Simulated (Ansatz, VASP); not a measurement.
TePb in VASP and in Ansatz

File INCAR:

```
ALGO     = Normal         # electronic algorithm
EDIFF    = 1E-6           # SCF threshold, eV
ENCUT    = 500            # plane-wave cutoff, eV
GGA      = PE             # functional
GGA_COMPAT= F            
ISIF     = 2              # what is computed and relaxed
ISMEAR   = -1             # smearing method
LASPH    = T              # aspherical terms in the spheres
LCHARG   = F              # write CHGCAR
LREAL    = F              # projectors in reciprocal space
LWAVE    = F              # write WAVECAR
NBANDS   = 17             # bands
NELM     = 120            # most SCF steps
PREC     = Accurate       # precision mode
SIGMA    = 0.02           # smearing width, eV
```

The input KPOINTS:

```
k-points
0
Gamma
  6 6 6
```

Contents of POSCAR:

```
TePb
1.0
    0.0000000000      3.1825350000      3.3301553763
    3.1825350000      0.0000000000      3.3301553763
    3.1825350000      3.1825350000      0.0000000000
Te Pb
1 1
Direct
    0.5000000000      0.5000000000      0.5000000000
    0.0000000000      0.0000000000      0.0000000000
```

Input for Ansatz:

```yaml
crystal:
  lattice:
    - [0.0, 3.1825349999999997, 3.3301553763302323]
    - [3.1825349999999997, 0.0, 3.3301553763302323]
    - [3.1825349999999997, 3.1825349999999997, 0.0]
  atoms:
    - { symbol: Te, position: [0.5, 0.5, 0.5] }
    - { symbol: Pb, position: [0.0, 0.0, 0.0] }
basis:
  ecutwfc: 520.0
kpoints:
  mp_grid:
    grid: [6, 6, 6]
hamiltonian:
  xc: pbe
scf:
  occupations:
    method: fermi_dirac
    width: 0.02
output:
  stress: true
```

Alike in both runs: task single point; functional PBE; k mesh 6 × 6 × 6; occupations fermi-dirac, width 0.02 eV; no spin polarisation.

```csv
,VASP,Ansatz
version,VASP 6.6.1,Ansatz 0.2.0
potentials or method,"VASP PAW PBE potentials, release 64 (Te, Pb_d), cutoff 500 eV","plane waves, PAW"
valence electrons in the cell,20,30
```

|  | VASP | Ansatz | Ansatz less VASP |
| --- | --- | --- | --- |
| pressure (GPa) | 2.4 | 2.4 | +0.06 |
| traceless stress, the component that is largest in VASP (GPa) | -3.40 | -3.40 | 0.000 |

With one functional, cell and mesh, what is left measures potentials, basis and numerics. VASP's potentials hold 20 valence electrons a cell and Ansatz's 30, so a difference there can come from the potentials and not from the codes.

Neither program's run includes spin-orbit coupling.
